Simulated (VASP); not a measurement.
# SrO (rock salt type) (Fm-3m) in VASP: a series of runs, part 2 of 2

VASP 6.6.1.

## Step 4: Single point, r2SCAN

This run uses another cell than the first one, of 17.18 Å³/atom.

Contents of POSCAR:

```
SrO
1.0
    0.0000000000      2.5801931706      2.5801931706
    2.5801931706      0.0000000000      2.5801931706
    2.5801931706      2.5801931706      0.0000000000
Sr O
1 1
Direct
    0.0000000000      0.0000000000      0.0000000000
    0.5000000000      0.5000000000      0.5000000000
```

Contents of INCAR.step1:

```
PREC     = Accurate       # precision mode
ENCUT    = 520            # plane-wave cutoff, eV
ISMEAR   = -1             # smearing method
SIGMA    = 0.1            # smearing width, eV
LREAL    = F              # projectors in reciprocal space
LASPH    = T              # aspherical terms in the spheres
NELM     = 100            # most SCF steps
NBANDS   = 15             # bands
GGA      = PE             # functional
ALGO     = Normal         # electronic algorithm
EDIFF    = 1E-4           # SCF threshold, eV
LWAVE    = T              # write WAVECAR
LCHARG   = F              # write CHGCAR
```

Contents of INCAR.step2:

```
PREC     = Accurate       # precision mode
ENCUT    = 520            # plane-wave cutoff, eV
EDIFF    = 1E-6           # SCF threshold, eV
ISMEAR   = -1             # smearing method
SIGMA    = 0.1            # smearing width, eV
LREAL    = F              # projectors in reciprocal space
LASPH    = T              # aspherical terms in the spheres
NELM     = 100            # most SCF steps
ALGO     = Normal         # electronic algorithm
ISIF     = 2              # what is computed and relaxed
LWAVE    = F              # write WAVECAR
LCHARG   = T              # write CHGCAR
METAGGA  = R2SCAN         # meta-GGA
LMIXTAU  = T            
LELF     = T              # ELF
LVHAR    = T            
NBANDS   = 15             # bands
ISTART   = 1
```

Contents of KPOINTS:

```
regular mesh
0
Gamma
  11 11 11
```

Potentials or basis: VASP PAW PBE potentials, release 64 (Sr_sv, O).

The run is started by

```sh
cat potpaw_PBE.64/Sr_sv/POTCAR potpaw_PBE.64/O/POTCAR > POTCAR
cp INCAR.step1 INCAR
mpirun -np 1 vasp_std > vasp.out
cp INCAR.step2 INCAR
mpirun -np 1 vasp_std > vasp.out
```

OUTCAR:

```text
PREC = Accurate
   ENCUT = 520
   EDIFF = 1E-6
   ISMEAR = -1
   LREAL = F
   LASPH = T
   NELM = 100
   ISIF = 2
   METAGGA = R2SCAN
   ISTART = 1

 ion  position               nearest neighbor table
   1  0.000  0.000  0.000-   2 2.58   2 2.58   2 2.58   2 2.58   2 2.58   2 2.58
   2  0.500  0.500  0.500-   1 2.58   1 2.58   1 2.58   1 2.58   1 2.58   1 2.58

  LATTYP: Found a face centered cubic cell.
 ALAT       =     5.1603863412

  Lattice vectors:

 A1 = (   0.0000000000,   2.5801931706,   2.5801931706)
 A2 = (   2.5801931706,   0.0000000000,   2.5801931706)
 A3 = (   2.5801931706,   2.5801931706,   0.0000000000)

Analysis of symmetry for initial positions (statically):
=====================================================================
 Subroutine PRICEL returns:
 Original cell was already a primitive cell.

 Routine SETGRP: Setting up the symmetry group for a
 face centered cubic supercell.

 Subroutine GETGRP returns: Found 48 space group operations
 (whereof 48 operations were pure point group operations)
 out of a pool of 48 trial point group operations.

The static configuration has the point symmetry O_h .

Analysis of symmetry for dynamics (positions and initial velocities):
[... 176 lines left out ...]
     10       8.0454      0.00000
     11       8.0454      0.00000
     12       8.0454      0.00000
     13      10.3423      0.00000
     14      10.3423      0.00000
[... 401 lines left out ...]
      2     -15.5772      2.00000
      3     -13.4794      2.00000
      4     -13.2732      2.00000
      5     -12.5524      2.00000
      6      -0.1450      2.00000
      7       0.4349      2.00000
      8       1.0007      2.00000
      9       7.5817      0.00000
     10       8.2768      0.00000
     11       9.1900      0.00000
     12      10.1705      0.00000
     13      12.0538      0.00000
     14      12.4714      0.00000
     15      18.4101      0.00000

 [... further k-points ...]

------------------------ aborting loop because EDIFF is reached ----------------------------------------

  FORCE on cell =-STRESS in cart. coord.  units (eV):
  Direction    XX          YY          ZZ          XY          YZ          ZX
  --------------------------------------------------------------------------------------
  -------------------------------------------------------------------------------------
  Total        0.1056274      0.1056274      0.1056274      0.0000000     -0.0000000      0.0000000
  in kB        4.9260671      4.9260671      4.9260671      0.0000000     -0.0000000      0.0000000
  external PRESSURE =       4.9260671 kB  Pullay stress =       0.0000000 kB

 VOLUME and BASIS-vectors are now :
 -----------------------------------------------------------------------------
  energy-cutoff  :      520.00
  volume of cell :       34.35
      direct lattice vectors                 reciprocal lattice vectors
     0.000000000  2.580193171  2.580193171    -0.193783941  0.193783941  0.193783941
     2.580193171  0.000000000  2.580193171     0.193783941 -0.193783941  0.193783941
     2.580193171  2.580193171  0.000000000     0.193783941  0.193783941 -0.193783941

 POSITION                                       TOTAL-FORCE (eV/Angst)
 -----------------------------------------------------------------------------------
      0.00000      0.00000      0.00000         0.000000      0.000000      0.000000
      2.58019      2.58019      2.58019         0.000000      0.000000     -0.000000
 -----------------------------------------------------------------------------------
    total drift:                                0.000000      0.000000      0.000000

  FREE ENERGIE OF THE ION-ELECTRON SYSTEM (eV)
  ---------------------------------------------------
  free  energy   TOTEN  =       -27.0557505436 eV

  energy  without entropy=      -27.0557505425  energy(sigma->0) =      -27.05575054
```

OSZICAR.step1:

```text
N       E                     dE             d eps       ncg     rms          rms(c)
DAV:   1     0.687807478214E+02    0.68781E+02   -0.85283E+03  1696   0.104E+03
DAV:   2    -0.110349181661E+02   -0.79816E+02   -0.73308E+02  2377   0.220E+02
DAV:   3    -0.141941968190E+02   -0.31593E+01   -0.31424E+01  2156   0.393E+01
DAV:   4    -0.142479088319E+02   -0.53712E-01   -0.53707E-01  2133   0.503E+00
DAV:   5    -0.142492055586E+02   -0.12967E-02   -0.12967E-02  2135   0.609E-01    0.161E+01
DAV:   6    -0.121997876012E+02    0.20494E+01   -0.67084E+00  1729   0.194E+01    0.190E+01
DAV:   7    -0.120569457363E+02    0.14284E+00   -0.30294E-01  2051   0.488E+00    0.110E+01
DAV:   8    -0.120461789010E+02    0.10767E-01   -0.11936E-01  2142   0.345E+00    0.412E-01
DAV:   9    -0.120474981645E+02   -0.13193E-02   -0.58667E-03  2142   0.486E-01    0.233E-01
DAV:  10    -0.120479583958E+02   -0.46023E-03   -0.44219E-04  1820   0.198E-01    0.880E-02
DAV:  11    -0.120481069932E+02   -0.14860E-03   -0.15064E-04  1854   0.906E-02    0.276E-02
DAV:  12    -0.120481248631E+02   -0.17870E-04   -0.26385E-05  1316   0.387E-02
   1 F= -.12048125E+02 E0= -.12048125E+02  d E =-.103878E-07
```

Wall time 3.7 min (1 thread of Intel Xeon 8259CL, shared host); peak memory 0.19 GiB.

Results:

| Item | Value |
| --- | --- |
| Free energy | -27.0558 eV |
| Pressure | 0.5 GPa |
| Band gap on the k mesh | 3.79 eV (least direct gap 3.88 eV) |

Levels at points of the mesh, in eV from the valence-band top:
| k point | band 5 | band 6 | band 7 | band 8 | band 9 | band 10 | band 11 | band 12 |
| --- | --- | --- | --- | --- | --- | --- | --- | --- |
| (0.00, 0.00, 0.00) | -14.54 | 0.00 | 0.00 | 0.00 | 4.58 | 6.75 | 6.75 | 6.75 |

Caveat: the PAW data sets were made with another functional, which shifts forces and pressure a little; an odd mesh through Γ misses points on the zone boundary, where band edges can lie.

## Step 5: Single point, r2SCAN

This run uses another cell than the first one, of 17.18 Å³/atom.

POSCAR is that of step 4.

Contents of INCAR.step1:

```
SYSTEM = SrO
ALGO     = Normal         ! electronic algorithm
EDIFF    = 1E-4           ! SCF threshold, eV
ENCUT    = 520            ! plane-wave cutoff, eV
GGA      = PE             ! functional
ISMEAR   = -1             ! smearing method
LASPH    = .TRUE.         ! aspherical terms in the spheres
LCHARG   = .FALSE.        ! write CHGCAR
LREAL    = .FALSE.        ! projectors in reciprocal space
LWAVE    = .TRUE.         ! write WAVECAR
NBANDS   = 15             ! bands
NELM     = 100            ! most SCF steps
PREC     = Accurate       ! precision mode
SIGMA    = 0.1            ! smearing width, eV
```

Contents of INCAR.step2:

```
SYSTEM = SrO
ALGO     = Normal         ! electronic algorithm
EDIFF    = 1E-7           ! SCF threshold, eV
ENCUT    = 520            ! plane-wave cutoff, eV
ISIF     = 2              ! what is computed and relaxed
ISMEAR   = -1             ! smearing method
ISTART   = 1            
LASPH    = .TRUE.         ! aspherical terms in the spheres
LCHARG   = .TRUE.         ! write CHGCAR
LELF     = .TRUE.         ! ELF
LMIXTAU  = .TRUE.       
LREAL    = .FALSE.        ! projectors in reciprocal space
LVHAR    = .TRUE.       
LWAVE    = .FALSE.        ! write WAVECAR
METAGGA  = R2SCAN         ! meta-GGA
NBANDS   = 15             ! bands
NELM     = 100            ! most SCF steps
PREC     = Accurate       ! precision mode
SIGMA    = 0.1            ! smearing width, eV
```

Contents of KPOINTS:

```
k-points
0
G
  11 11 11
  0 0 0
```

The run is started by

```sh
cat potpaw_PBE.64/Sr_sv/POTCAR potpaw_PBE.64/O/POTCAR > POTCAR
cp INCAR.step1 INCAR
mpirun -np 1 vasp_std > vasp.out
cp INCAR.step2 INCAR
mpirun -np 1 vasp_std > vasp.out
```

It took 3.3 min on 1 thread of Intel Xeon 8259CL, shared host; peak memory 0.19 GiB.

It converged, with:

- Free energy: -27.0558 eV
- Pressure: 0.5 GPa
- Band gap on the k mesh: 3.79 eV (least direct gap 3.89 eV)

Levels at points of the mesh, in eV from the valence-band top:
```
           k point  band 5  band 6  band 7  band 8  band 9  band 10  band 11  band 12
(0.00, 0.00, 0.00)  -14.54    0.00    0.00    0.00    4.58     6.75     6.75     6.75
```

Caveat: the PAW data sets were made with another functional, which shifts forces and pressure a little; an odd mesh through Γ misses points on the zone boundary, where band edges can lie.

## Step 6: The runs side by side

```csv
cell,gap on the mesh (eV),pressure (GPa)
"a = 3.573 Å, angles 60.0°, 2 atoms",3.75,7.5
"a = 3.611 Å, angles 60.0°, 2 atoms",3.77,3.7
"a = 3.649 Å, angles 60.0°, 2 atoms",3.79,0.5
```

Alike in all rows: task single point; level r2SCAN; potentials or basis VASP PAW PBE potentials, release 64 (Sr_sv, O); no spin polarisation; k mesh 11 × 11 × 11; cutoff (eV) 520; smearing fermi-dirac 0.1 eV.

Caveats: the PAW data sets were made with another functional, which shifts forces and pressure a little; an odd mesh through Γ misses points on the zone boundary, where band edges can lie; the cell stands under pressure (at least some runs).

Absolute energies hang on the potentials; compare differences alone.
